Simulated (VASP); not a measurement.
# P in VASP: notebook

The runs below take P through single point, relaxation of cell and atoms, with PBE.

Everything below comes from runs of VASP 6.6.1. Logs are shortened: lines on timing, memory, paths and dates and some standing lists are left out, and cuts for length are marked.

### 1 The cell of the first run

The typed cell holds 1 atom: a = 2.421 Å, b = 2.421 Å, c = 2.495 Å, α = 90.00°, β = 90.00°, γ = 90.00°.

### 2 Single point, PBE

INCAR

```
SYSTEM = P
ALGO = Normal
EDIFF = 1E-6
ENCUT = 520
GGA = PE
ISIF = 2
ISMEAR = 0
LASPH = .TRUE.
LCHARG = .FALSE.
LREAL = .FALSE.
LWAVE = .FALSE.
NBANDS = 8
NELM = 60
PREC = Accurate
SIGMA = 0.1
```

KPOINTS

```
k-points
0
G
  6 6 6
  0 0 0
```

POSCAR

```
P
1.0
    1.7118562375     -1.7117081022      0.0000000000
    1.7118562375      1.7117081022      0.0000000000
    0.0000000000      0.0000000000      2.4952407904
P
1
Direct
    0.0000000000      0.0000000000      0.0000000000
```

Potentials or basis: VASP PAW PBE potentials, release 64 (P).

Run with:

```sh
$ cat potpaw_PBE.64/P/POTCAR > POTCAR
$ mpirun -np 1 vasp_std > vasp.out
```

OUTCAR:

```text
SYSTEM = P
   EDIFF = 1E-6
   ENCUT = 520
   GGA = PE
   ISIF = 2
   ISMEAR = 0
   LASPH = .TRUE.
   LREAL = .FALSE.
   NELM = 60
   PREC = Accurate

 ion  position               nearest neighbor table
   1  0.000  0.000  0.000-

  LATTYP: Found a base centered orthorhombic cell.
 ALAT       =     3.4234162044
 B/A-ratio  =     1.0000865424
 C/A-ratio  =     0.7288745047

  Lattice vectors:

 A1 = (  -1.7118562375,  -1.7117081022,   0.0000000000)
 A2 = (   1.7118562375,  -1.7117081022,   0.0000000000)
 A3 = (   0.0000000000,   0.0000000000,   2.4952407904)

Analysis of symmetry for initial positions (statically):
=====================================================================
 Subroutine PRICEL returns:
 Original cell was already a primitive cell.

 Routine SETGRP: Setting up the symmetry group for a
 base centered orthorhombic supercell.

 Subroutine GETGRP returns: Found  8 space group operations
 (whereof  8 operations were pure point group operations)
 out of a pool of  8 trial point group operations.

The static configuration has the point symmetry D_2h.

Analysis of symmetry for dynamics (positions and initial velocities):
=====================================================================
 Subroutine PRICEL returns:
 Original cell was already a primitive cell.

 Routine SETGRP: Setting up the symmetry group for a
 base centered orthorhombic supercell.

 Subroutine GETGRP returns: Found  8 space group operations
 (whereof  8 operations were pure point group operations)
 out of a pool of  8 trial point group operations.

The dynamic configuration has the point symmetry D_2h.

 Subroutine INISYM returns: Found  8 space group operations
 (whereof  8 operations are pure point group operations),
 and found     1 'primitive' translations

----------------------------------------------------------------------------------------

                                     Primitive cell

  volume of cell :      14.6231

  direct lattice vectors                    reciprocal lattice vectors
     1.711856237 -1.711708102  0.000000000     0.292080602 -0.292105879  0.000000000
     1.711856237  1.711708102  0.000000000     0.292080602  0.292105879  0.000000000
     0.000000000  0.000000000  2.495240790     0.000000000  0.000000000  0.400762926

  length of vectors
     2.420825563  2.420825563  2.495240790     0.413082223  0.413082223  0.400762926

  position of ions in fractional coordinates (direct lattice)
     0.000000000  0.000000000  0.000000000

  ion indices of the primitive-cell ions
   primitive index   ion index
                 1           1

----------------------------------------------------------------------------------------

 KPOINTS: k-points

Automatic generation of k-mesh.
 Grid dimensions read from file:
 generate k-points for:    6    6    6

 Generating k-lattice:

  Cartesian coordinates                     Fractional coordinates (reciprocal lattice)
     0.048680100 -0.048684313  0.000000000     0.166666667  0.000000000  0.000000000
     0.048680100  0.048684313  0.000000000     0.000000000  0.166666667  0.000000000
     0.000000000  0.000000000  0.066793821     0.000000000  0.000000000  0.166666667

  Length of vectors
     0.068847037  0.068847037  0.066793821

  Shift w.r.t. Gamma in fractional coordinates (k-lattice)
     0.000000000  0.000000000  0.000000000

 Subroutine IBZKPT returns following result:
 ===========================================

 Found     52 irreducible k-points:

 Following reciprocal coordinates:
            Coordinates               Weight
  0.000000  0.000000  0.000000      1.000000
  0.166667  0.000000  0.000000      4.000000
  0.333333 -0.000000  0.000000      4.000000
  0.500000  0.000000  0.000000      2.000000
  0.166667  0.166667  0.000000      2.000000
  0.333333  0.166667  0.000000      4.000000
[... 16 lines left out ...]
  0.333333  0.333333  0.166667      4.000000
  0.500000  0.333333  0.166667      8.000000
 [... further k-points ...]
   k-points           NKPTS =     52   k-points in BZ     NKDIM =     52   number of bands    NBANDS=      8
   number of dos      NEDOS =    301   number of ions     NIONS =      1
   total plane-waves  NPLWV =   6480
   dimension x,y,z NGX =    18 NGY =   18 NGZ =   20
   dimension x,y,z NGXF=    36 NGYF=   36 NGZF=   40
   ions per type =               1
   NGX,Y,Z   is equivalent  to a cutoff of  12.36, 12.36, 13.33 a.u.
   NGXF,Y,Z  is equivalent  to a cutoff of  24.72, 24.72, 26.65 a.u.
 SYSTEM =  P
   PREC   = accura    normal or accurate (medium, high low for compatibility)
   ISTART =      0    job   : 0-new  1-cont  2-samecut
   ICHARG =      2    charge: 1-file 2-atom 10-const
   ISPIN  =      1    spin polarized calculation?
   LNONCOLLINEAR =      F non collinear calculations
   LSORBIT =      F    spin-orbit coupling
   LASPH  =      T    aspherical Exc in radial PAW
   ENCUT  =  520.0 eV  38.22 Ry    6.18 a.u.   4.50  4.50  4.64*2*pi/ulx,y,z
   NELM   =     60;   NELMIN=  2; NELMDL= -5     # of ELM steps
   EDIFF  = 0.1E-05   stopping-criterion for ELM
   LREAL  =      F    real-space projection
   EDIFFG = 0.1E-04   stopping-criterion for IOM
   NSW    =      0    number of steps for IOM
   IBRION =     -1    ionic relax: 0-MD 1-quasi-New 2-CG
   NFREE  =      0    steps in history (QN), initial steepest desc. (CG)
   ISIF   =      2    stress and relaxation
   ISYM   =      2    0-nonsym 1-usesym 2-fastsym
   POTIM  = 0.5000    time-step for ionic-motion
   TEBEG  =    0.0;   TEEND  =   0.0 temperature during run
   PSTRESS=    0.0 pullay stress
   NELECT =       5.0000    total number of electrons
   NUPDOWN=      -1.0000    fix difference up-down
   EMIN   =  10.00;   EMAX   =-10.00  energy-range for DOS
   EFERMI =   0.00;   METHOD = LEGACY
   ISMEAR =     0;   SIGMA  =   0.10  broadening in eV -4-tet -1-fermi 0-gaus
   EFERMI_NEDOS =   21; number of points for ismear=-14 and -15
   IALGO  =     38    algorithm
   IMIX   =      4    mixing-type and parameters
     AMIX     =   0.40;   BMIX     =  1.00
     AMIX_MAG =   1.60;   BMIX_MAG =  1.00
  volume/ion in A,a.u.               =      14.62        98.68
  Fermi-wavevector in a.u.,A,eV,Ry     =   1.144770  2.163302 17.830421  1.310499
  Thomas-Fermi vector in A             =   2.281461
   LORBIT       =      0    0 simple, 1 ext, 2 COOP (PROOUT), +10 PAW based schemes
   GGA     = PE    functional components
   LHFCALC =     F    Hartree Fock is set to
   AEXX    =    0.0000 exact exchange contribution
   IVDW    =     0    specifies the selected vdW correction
   LEPSILON=     F    determine dielectric tensor
   LRPA    =     F    only Hartree local field effects (RPA)
 non-spin polarized calculation
 Gauss-broadening in eV      SIGMA  =   0.10
  energy-cutoff  :      520.00
  volume of cell :       14.62
 maximum number of plane-waves:       410
   NGX =  9   NGY =  9   NGZ =  9

 number of electron       4.9999998 magnetization

 Free energy of the ion-electron system (eV)
  ---------------------------------------------------
  ext. energy  EPLUGINS =         0.00000000
  ---------------------------------------------------
  free energy    TOTEN  =        -5.29909430 eV

  energy without entropy =       -5.29889651  energy(sigma->0) =       -5.29899541

 E-fermi :   9.7658     XC(G=0): -11.2518

 val. band max:        9.5896929612   @ k =   0.1667   0.1667   0.1667
 cond. band min:       9.9403224835   @ k =  -0.1667   0.1667   0.1667
 fundamental gap:      0.3506295223
 Fermi energy:         9.7657528723

 k-point     1 :       0.0000    0.0000    0.0000
  band No.  band energies     occupation
      1      -6.8762      2.00000
      2      13.7681      0.00000
      3      14.9987      0.00000
      4      14.9994      0.00000
      5      16.1859      0.00000
      6      16.5601      0.00000
      7      23.8894      0.00000
      8      33.6905      0.00000

 k-point     2 :       0.1667    0.0000    0.0000
  band No.  band energies     occupation
      1      -6.2303      2.00000
      2       9.5370      1.99879
      3      14.2786      0.00000
      4      15.5039      0.00000
      5      16.7780      0.00000
      6      20.6891      0.00000
      7      26.4548      0.00000
      8      30.0597      0.00000

 k-point     3 :       0.3333   -0.0000    0.0000
  band No.  band energies     occupation
      1      -4.3664      2.00000
      2       4.1285      2.00000
      3      15.6483      0.00000
      4      16.8587      0.00000
      5      18.0856      0.00000
      6      23.5419      0.00000
      7      25.3989      0.00000
      8      26.4837      0.00000

 k-point     4 :       0.5000    0.0000    0.0000
  band No.  band energies     occupation
      1      -2.3743      2.00000
      2       0.9274      2.00000
      3      16.7372      0.00000
      4      17.9362      0.00000
      5      18.9938      0.00000
      6      23.1444      0.00000
      7      24.2600      0.00000
      8      25.9804      0.00000

 k-point     5 :       0.1667    0.1667    0.0000
  band No.  band energies     occupation
      1      -5.5855      2.00000
      2       9.4666      1.99998
      3      10.8897      0.00000
      4      14.7850      0.00000
      5      18.9368      0.00000
      6      24.3550      0.00000
      7      25.9057      0.00000
      8      28.7627      0.00000

 k-point     6 :       0.3333    0.1667    0.0000
  band No.  band energies     occupation
      1      -3.7238      2.00000
      2       4.6897      2.00000
      3      11.8048      0.00000
      4      16.1417      0.00000
      5      20.1409      0.00000
      6      22.0498      0.00000
      7      25.8834      0.00000
      8      27.4350      0.00000

 k-point     7 :       0.5000    0.1667    0.0000
  band No.  band energies     occupation
      1      -1.7241      2.00000
      2       1.5076      2.00000
      3      13.0465      0.00000
      4      17.2155      0.00000
      5      18.7254      0.00000
      6      22.3522      0.00000
      7      23.6532      0.00000
      8      27.5047      0.00000

 k-point     8 :      -0.3333    0.1667    0.0000
  band No.  band energies     occupation
      1      -3.7234      2.00000
      2       4.6890      2.00000
      3      11.8032      0.00000
      4      16.1419      0.00000
      5      20.1420      0.00000
      6      22.0524      0.00000
      7      25.8829      0.00000
      8      27.4366      0.00000

 k-point     9 :      -0.1667    0.1667    0.0000
  band No.  band energies     occupation
      1      -5.5853      2.00000
      2       9.4659      1.99998
      3      10.8885      0.00000
      4      14.7852      0.00000
      5      18.9369      0.00000
      6      24.3565      0.00000
      7      25.9095      0.00000
      8      28.7637      0.00000

 k-point    10 :       0.3333    0.3333    0.0000
  band No.  band energies     occupation
      1      -1.8632      2.00000
      2       5.6917      2.00000
      3       7.1363      2.00000
      4      15.8764      0.00000
      5      17.4589      0.00000
      6      23.2766      0.00000
      7      27.0595      0.00000
      8      27.1299      0.00000
[... 78 lines left out ...]
 k-point    18 :       0.1667    0.1667    0.1667
  band No.  band energies     occupation
      1      -4.9953      2.00000
      2       9.5897      1.98722
      3       9.9410      0.01320
      4      12.2526      0.00000
      5      23.8268      0.00000
      6      24.7333      0.00000
      7      25.3804      0.00000
      8      26.4971      0.00000

 k-point    19 :       0.3333    0.1667    0.1667
  band No.  band energies     occupation
      1      -3.1355      2.00000
      2       5.1959      2.00000
      3      11.0824      0.00000
      4      13.2401      0.00000
      5      21.1046      0.00000
      6      21.8383      0.00000
      7      25.3071      0.00000
      8      27.4275      0.00000

 k-point    20 :       0.5000    0.1667    0.1667
  band No.  band energies     occupation
      1      -1.1272      2.00000
      2       2.0314      2.00000
      3      12.2022      0.00000
      4      14.8381      0.00000
      5      18.4405      0.00000
      6      19.4616      0.00000
      7      26.1205      0.00000
      8      28.4986      0.00000

 k-point    21 :      -0.3333    0.1667    0.1667
  band No.  band energies     occupation
      1      -3.1351      2.00000
      2       5.1952      2.00000
      3      11.0821      0.00000
      4      13.2390      0.00000
      5      21.1045      0.00000
      6      21.8413      0.00000
      7      25.3078      0.00000
      8      27.4267      0.00000

 k-point    22 :      -0.1667    0.1667    0.1667
  band No.  band energies     occupation
      1      -4.9951      2.00000
      2       9.5896      1.98726
      3       9.9403      0.01356
      4      12.2516      0.00000
      5      23.8271      0.00000
      6      24.7347      0.00000
      7      25.3805      0.00000
      8      26.4966      0.00000

 k-point    23 :       0.3333    0.3333    0.1667
  band No.  band energies     occupation
      1      -1.2785      2.00000
      2       6.1798      2.00000
      3       7.5912      2.00000
      4      13.5753      0.00000
      5      16.6133      0.00000
      6      22.6642      0.00000
      7      22.7007      0.00000
      8      27.9437      0.00000

 k-point    24 :       0.5000    0.3333    0.1667
  band No.  band energies     occupation
      1       0.7747      2.00000
      2       3.6055      2.00000
      3       8.3509      2.00000
      4      13.8124      0.00000
      5      15.0684      0.00000
      6      20.1910      0.00000
      7      23.8322      0.00000
      8      29.1488      0.00000

 [... further k-points ...]
[... 5 lines left out ...]
  --------------------------------------------------------------------------------------
  -------------------------------------------------------------------------------------
  Total       -0.0279734     -0.0265335     -0.0217095      0.0000000      0.0000000      0.0000000
  in kB       -3.0648959     -2.9071419     -2.3785936      0.0000000      0.0000000      0.0000000
  external PRESSURE =      -2.7835438 kB  Pullay stress =       0.0000000 kB

 VOLUME and BASIS-vectors are now :
 -----------------------------------------------------------------------------
  energy-cutoff  :      520.00
  volume of cell :       14.62
      direct lattice vectors                 reciprocal lattice vectors
     1.711856237 -1.711708102  0.000000000     0.292080602 -0.292105879  0.000000000
     1.711856237  1.711708102  0.000000000     0.292080602  0.292105879  0.000000000
     0.000000000  0.000000000  2.495240790     0.000000000  0.000000000  0.400762926

 POSITION                                       TOTAL-FORCE (eV/Angst)
 -----------------------------------------------------------------------------------
      0.00000      0.00000      0.00000         0.000000      0.000000      0.000000
 -----------------------------------------------------------------------------------
    total drift:                               -0.000000     -0.000000      0.000000

  FREE ENERGIE OF THE ION-ELECTRON SYSTEM (eV)
  ---------------------------------------------------
  free  energy   TOTEN  =        -5.2990943035 eV

  energy  without entropy=       -5.2988965134  energy(sigma->0) =       -5.29899541
```

It took 6.8 s on 1 thread of Intel Xeon 8259CL, shared host; peak memory 0.11 GiB.

What came out:

- Free energy: -5.2991 eV
- Pressure: -0.3 GPa

Levels at points of the mesh, in eV from the Fermi level:
| k point | band 1 | band 2 | band 3 | band 4 | band 5 |
| --- | --- | --- | --- | --- | --- |
| (0.00, 0.00, 0.00) | -16.64 | 4.00 | 5.23 | 5.23 | 6.42 |
| (0.50, 0.00, 0.00) | -12.14 | -8.84 | 6.97 | 8.17 | 9.23 |
| (0.50, 0.50, 0.00) | -7.21 | -5.34 | -5.34 | 0.86 | 9.72 |
| (0.00, 0.00, 0.50) | -12.73 | -8.75 | 7.75 | 7.75 | 9.06 |
| (0.50, 0.00, 0.50) | -7.90 | -5.77 | -5.17 | 0.84 | 10.48 |
| (0.50, 0.50, 0.50) | -2.57 | -2.57 | -1.91 | -1.87 | 4.21 |

Caveat: the k points lie up to 0.43 Å⁻¹ apart.

### 3 Single point, PBE

This run uses another cell than the first one: it holds 8 atoms, not 1.

INCAR

```
ALGO = Normal
EDIFF = 1E-6
ENCUT = 520
GGA = PE
ISIF = 2
ISMEAR = 0
LASPH = True
LCHARG = False
LREAL = False
LWAVE = False
NBANDS = 30
NELM = 80
PREC = Accurate
SIGMA = 0.2
```

KPOINTS

```
k-points
0
Gamma
  4 4 4
```

POSCAR

```
P
1.0
    4.8888088380      0.0000000000      0.0000000000
    0.0000000000      4.8888088380      0.0000000000
    0.0000000000      0.0000000000      4.8888747900
P
8
Direct
    0.0000000000      0.0000000000      0.0000000000
    0.0000000000      0.0000000000      0.5000000000
    1.0000000000      0.5000000000      0.0000000000
    1.0000000000      0.5000000000      0.5000000000
    0.5000000000      0.0000000000      0.0000000000
    0.5000000000      0.0000000000      0.5000000000
    0.5000000000      0.5000000000      0.0000000000
    0.5000000000      0.5000000000      0.5000000000
```

Potentials or basis: VASP PAW PBE potentials, release 64 (P).

Run with:

```sh
$ cat potpaw_PBE.64/P/POTCAR > POTCAR
$ mpirun -np 1 vasp_std > vasp.out
```

Run time: 53 s. Hardware: 1 thread of Intel Xeon 8259CL, shared host; peak memory 0.21 GiB.

It converged, with:

```
Free energy            : -42.0024 eV
Pressure               : -0.3 GPa
Band gap on the k mesh : zero (band 20 reaches 10.63 eV, above the bottom of band 21 at 8.27 eV)
```

Levels at points of the mesh, in eV from the Fermi level:
```
           k point  band 17  band 18  band 19  band 20  band 21  band 22  band 23  band 24
(0.00, 0.00, 0.00)    -2.12    -2.12    -2.12    -1.64     1.08     1.08     1.08     4.76
(0.50, 0.00, 0.00)    -3.01    -3.01     0.51     0.51     0.51     0.51     2.41     2.41
(0.50, 0.50, 0.00)    -1.02    -1.02    -1.02    -1.02     0.57     0.57     0.57     0.57
(0.00, 0.00, 0.50)    -3.01    -3.01     0.51     0.51     0.51     0.51     2.41     2.41
(0.50, 0.00, 0.50)    -1.02    -1.02    -1.02    -1.02     0.57     0.57     0.57     0.57
(0.50, 0.50, 0.50)    -1.27    -1.27    -1.27    -1.27    -1.27    -1.27    -1.27    -1.27
```

### 4 Single point, PBE

This run uses another cell than the first one, of the same volume but with other edges.

INCAR

```
ALGO = Normal ; EDIFF = 1E-6
ENCUT = 520 ; GGA = PE
ISIF = 2 ; ISMEAR = 0
LASPH = T ; LCHARG = F
LREAL = F ; LWAVE = F
NBANDS = 8 ; NELM = 60
PREC = Accurate ; SIGMA = 0.1
```

KPOINTS

```
k-points
0
Gamma
  22 22 22
```

POSCAR

```
P
1.0
    2.4444044190      0.0000000000      0.0000000000
    0.0000000000      2.4444044190      0.0000000000
    0.0000000000      0.0000000000      2.4444373950
P
1
Direct
    0.0000000000      0.0000000000      0.0000000000
```

Run with:

```sh
$ cat potpaw_PBE.64/P/POTCAR > POTCAR
$ mpirun -np 1 vasp_std > vasp.out
```

Wall time 80 s (1 thread of Intel Xeon 8259CL, shared host); peak memory 0.19 GiB.

It converged, with:

```
Free energy : -5.2756 eV
Pressure    : -0.3 GPa
```

Levels at points of the mesh, in eV from the Fermi level:
```csv
k point,band 1,band 2,band 3,band 4,band 5,band 6,band 7,band 8
"(0.00, 0.00, 0.00)",-16.43,5.04,5.04,5.04,6.85,6.85,14.28,24.42
"(0.50, 0.00, 0.00)",-12.13,-8.60,7.84,7.84,9.40,14.39,14.39,16.74
"(0.50, 0.50, 0.00)",-7.46,-5.22,-5.22,1.05,10.44,16.91,16.91,17.11
"(0.00, 0.00, 0.50)",-12.13,-8.60,7.84,7.84,9.40,14.39,14.39,16.74
"(0.50, 0.00, 0.50)",-7.46,-5.22,-5.22,1.05,10.44,16.91,16.91,17.11
"(0.50, 0.50, 0.50)",-2.14,-2.14,-2.14,-1.66,4.73,4.73,4.73,11.03
```

(Part 1 of 2 ends here.)
